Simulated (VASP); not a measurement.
# Os (P-1) in VASP: single point with PBE

Aim: the single point of Os with PBE.

All numbers are computed with VASP 6.6.1; they aren't measurements. Logs are shortened: lines on timing, memory, paths and dates and some standing lists are left out, and cuts for length are marked.

## Step 1: The cell of the first run

The typed cell holds 2 atoms: a = 4.012 Å, b = 4.001 Å, c = 5.421 Å, α = 93.84°, β = 89.63°, γ = 120.38°.

## Step 2: Single point, PBE

Input file INCAR:

```
SYSTEM = Os
  PREC = Accurate
  ENCUT = 600
  EDIFF = 1E-6
  ISMEAR = -1
  SIGMA = 0.15
  LREAL = .False.
  LASPH = .True.
  NELM = 120
  ALGO = Normal
  ISIF = 2
  LWAVE = .False.
  LCHARG = .False.
  GGA = PE
  NBANDS = 15
  GGA_COMPAT = .False.
```

Input file KPOINTS:

```
Automatic mesh
0
Gamma
  2 2 1
  0.5 0.5 0
```

Input file POSCAR:

```
Os
1.0
    4.0118110000     -0.0098440000      0.0126080000
   -2.0144310000      3.4545150000     -0.1338330000
    0.0171630000     -0.2004510000      5.4170950000
Os
2
Direct
    0.6477699883      0.6786869418      0.0347182010
    0.9612740117      1.3717730582      0.0168527990
```

Potentials or basis: VASP PAW PBE potentials, release 64 (Os).

Run with:

```
$ cat potpaw_PBE.64/Os/POTCAR > POTCAR
$ mpirun -np 1 vasp_std > vasp.out
```

OUTCAR:

```text
SYSTEM = Os
   PREC = Accurate
   ENCUT = 600
   EDIFF = 1E-6
   ISMEAR = -1
   LREAL = .False.
   LASPH = .True.
   NELM = 120
   ISIF = 2
   GGA = PE

 ion  position               nearest neighbor table
   1  0.648  0.679  0.035-   2 2.15   2 2.38   2 2.41
   2  0.961  0.372  0.017-   1 2.15   1 2.38   1 2.41

  LATTYP: Found a triclinic cell.
 ALAT       =     4.0011894995
 B/A-ratio  =     2.1136041384
 C/A-ratio  =     1.0026625556
 COS(alpha) =     0.0000120863
 COS(beta)  =     0.5056776365
 COS(gamma) =     0.6634537647

  Lattice vectors:

 A1 = (   2.0144310000,  -3.4545150000,   0.1338330000)
 A2 = (  -0.0001120000,  -6.6987350000,  -5.1620370000)
 A3 = (   4.0118110000,  -0.0098440000,   0.0126080000)

Analysis of symmetry for initial positions (statically):
=====================================================================
 Subroutine PRICEL returns:
 Original cell was already a primitive cell.

 Routine SETGRP: Setting up the symmetry group for a
 triclinic supercell.

 Subroutine GETGRP returns: Found  2 space group operations
 (whereof  1 operations were pure point group operations)
 out of a pool of  2 trial point group operations.

The static configuration has the point symmetry C_1 .
 The point group associated with its full space group is S_2 .

Analysis of symmetry for dynamics (positions and initial velocities):
=====================================================================
 Subroutine PRICEL returns:
 Original cell was already a primitive cell.

 Routine SETGRP: Setting up the symmetry group for a
 triclinic supercell.

 Subroutine GETGRP returns: Found  2 space group operations
 (whereof  1 operations were pure point group operations)
 out of a pool of  2 trial point group operations.

The dynamic configuration has the point symmetry C_1 .
 The point group associated with its full space group is S_2 .

 Subroutine INISYM returns: Found  2 space group operations
 (whereof  1 operations are pure point group operations),
 and found     1 'primitive' translations

----------------------------------------------------------------------------------------

                                     Primitive cell

  volume of cell :      74.8641

  direct lattice vectors                    reciprocal lattice vectors
     4.011811000 -0.009844000  0.012608000     0.249607114  0.145731650  0.004601737
    -2.014431000  3.454515000 -0.133833000     0.000678544  0.290287980  0.010739496
[... 72 lines left out ...]
   PSTRESS=    0.0 pullay stress
   NELECT =      16.0000    total number of electrons
   NUPDOWN=      -1.0000    fix difference up-down
   EMIN   =  10.00;   EMAX   =-10.00  energy-range for DOS
   EFERMI =   0.00;   METHOD = LEGACY
   ISMEAR =    -1;   SIGMA  =   0.15  broadening in eV -4-tet -1-fermi 0-gaus
   EFERMI_NEDOS =   21; number of points for ismear=-14 and -15
   IALGO  =     38    algorithm
   IMIX   =      4    mixing-type and parameters
     AMIX     =   0.40;   BMIX     =  1.00
     AMIX_MAG =   1.60;   BMIX_MAG =  1.00
  volume/ion in A,a.u.               =      37.43       252.60
  Fermi-wavevector in a.u.,A,eV,Ry     =   0.978792  1.849648 13.034835  0.958033
  Thomas-Fermi vector in A             =   2.109595
   LORBIT       =      0    0 simple, 1 ext, 2 COOP (PROOUT), +10 PAW based schemes
   GGA     = PE    functional components
   LHFCALC =     F    Hartree Fock is set to
   AEXX    =    0.0000 exact exchange contribution
   IVDW    =     0    specifies the selected vdW correction
   LEPSILON=     F    determine dielectric tensor
   LRPA    =     F    only Hartree local field effects (RPA)
 non-spin polarized calculation
  energy-cutoff  :      600.00
  volume of cell :       74.86
 maximum number of plane-waves:      2504
   NGX = 17   NGY = 15   NGZ = 21

 number of electron      15.9999999 magnetization

 Free energy of the ion-electron system (eV)
  ---------------------------------------------------
  ext. energy  EPLUGINS =         0.00000000
  ---------------------------------------------------
  free energy    TOTEN  =       -16.34296472 eV

  energy without entropy =      -16.06750316  energy(sigma->0) =      -16.20523394

 E-fermi :   0.1856     XC(G=0):  -7.9058

 val. band max:        0.0386003773   @ k =   0.2500   0.2500   0.0000
 cond. band min:       0.3430700300   @ k =  -0.2500   0.2500  -0.0000
 fundamental gap:      0.3044696527
 Fermi energy:         0.1856262422

 k-point     1 :       0.2500    0.2500    0.0000
  band No.  band energies     occupation
      1      -5.4052      2.00000
      2      -4.7610      2.00000
      3      -4.0561      2.00000
      4      -3.0220      2.00000
      5      -1.9801      2.00000
      6      -1.5629      1.99998
      7      -1.3522      1.99993
      8      -0.2138      1.86958
      9       0.0386      1.45428
     10       1.5268      0.00026
     11       2.4040      0.00000
     12       3.7762      0.00000
     13       5.1176      0.00000
     14       6.3570      0.00000
     15       8.4368      0.00000

 k-point     2 :      -0.2500    0.2500   -0.0000
  band No.  band energies     occupation
      1      -5.6351      2.00000
      2      -4.5132      2.00000
      3      -4.4021      2.00000
      4      -3.5060      2.00000
      5      -2.6372      2.00000
      6      -2.0407      2.00000
      7      -0.4730      1.97552
      8       0.3431      0.51859
      9       0.6060      0.11436
     10       0.6909      0.06661
     11       1.3444      0.00088
     12       4.7312      0.00000
     13       6.7014      0.00000
     14       7.2228      0.00000
     15       8.6468      0.00000

------------------------ aborting loop because EDIFF is reached ----------------------------------------

  FORCE on cell =-STRESS in cart. coord.  units (eV):
  Direction    XX          YY          ZZ          XY          YZ          ZX
  --------------------------------------------------------------------------------------
  -------------------------------------------------------------------------------------
  Total        3.8603676      2.1670315     -1.8115118     -0.5522652      0.1825928     -0.2014122
  in kB       82.6162931     46.3769586    -38.7684299    -11.8191084      3.9076951     -4.3104521
  external PRESSURE =      30.0749406 kB  Pullay stress =       0.0000000 kB

 VOLUME and BASIS-vectors are now :
 -----------------------------------------------------------------------------
  energy-cutoff  :      600.00
  volume of cell :       74.86
      direct lattice vectors                 reciprocal lattice vectors
     4.011811000 -0.009844000  0.012608000     0.249607114  0.145731650  0.004601737
    -2.014431000  3.454515000 -0.133833000     0.000678544  0.290287980  0.010739496
     0.017163000 -0.200451000  5.417095000    -0.000564183  0.006832578  0.184855403

 POSITION                                       TOTAL-FORCE (eV/Angst)
 -----------------------------------------------------------------------------------
      1.23216      2.33120      0.10541        -2.376906      1.607630      2.210503
      3.10783      1.27145      0.05366         2.376906     -1.607630     -2.210503
 -----------------------------------------------------------------------------------
    total drift:                               -0.000001      0.000001      0.000001

  FREE ENERGIE OF THE ION-ELECTRON SYSTEM (eV)
  ---------------------------------------------------
  free  energy   TOTEN  =       -16.3429647176 eV

  energy  without entropy=      -16.0675031566  energy(sigma->0) =      -16.20523394
```

OSZICAR:

```text
N       E                     dE             d eps       ncg     rms          rms(c)
DAV:   1     0.846279676767E+02    0.84628E+02   -0.65834E+03    60   0.969E+02
DAV:   2    -0.830441992397E+01   -0.92932E+02   -0.80615E+02    60   0.258E+02
DAV:   3    -0.168455592787E+02   -0.85411E+01   -0.81381E+01    81   0.692E+01
DAV:   4    -0.169725366299E+02   -0.12698E+00   -0.12684E+00    60   0.999E+00
DAV:   5    -0.169733637776E+02   -0.82715E-03   -0.82713E-03    74   0.755E-01    0.122E+01
DAV:   6    -0.164654722174E+02    0.50789E+00   -0.71958E-01    74   0.580E+00    0.626E+00
DAV:   7    -0.163505383314E+02    0.11493E+00   -0.24365E-01    67   0.318E+00    0.139E+00
DAV:   8    -0.163429363582E+02    0.76020E-02   -0.12951E-02    60   0.957E-01    0.138E-01
DAV:   9    -0.163429650175E+02   -0.28659E-04   -0.61282E-04    67   0.161E-01    0.447E-02
DAV:  10    -0.163429629637E+02    0.20538E-05   -0.48315E-05    67   0.654E-02    0.881E-03
DAV:  11    -0.163429642745E+02   -0.13108E-05   -0.49475E-06    67   0.123E-02    0.264E-03
DAV:  12    -0.163429647176E+02   -0.44308E-06   -0.44244E-07    51   0.505E-03
   1 F= -.16342965E+02 E0= -.16205234E+02  d E =-.275462E+00
```

It took 5.8 s on 1 thread of Intel Xeon Platinum 8488C (Sapphire Rapids), shared host; peak memory 0.2 GiB.

What came out:

- Free energy: -16.3430 eV
- Pressure: 3.0 GPa
- Largest force: 3.622 eV/Å
- Band gap on the k mesh: zero (band 8 reaches 0.34 eV, above the bottom of band 9 at 0.04 eV)

Forces in eV/Å, atoms in the order of the input:
```
Os  -2.377  1.608  2.211
Os   2.377 -1.608 -2.211
```

Stress tensor (GPa, compression positive):
```
 8.26 -1.18 -0.43
-1.18  4.64  0.39
-0.43  0.39 -3.88
```

Caveat: the k points lie up to 1.16 Å⁻¹ apart; spin-orbit coupling is left out, which moves the levels of the heavy elements; forces of over 1 eV/Å act on the atoms, so gaps and moduli don't describe the material at rest.
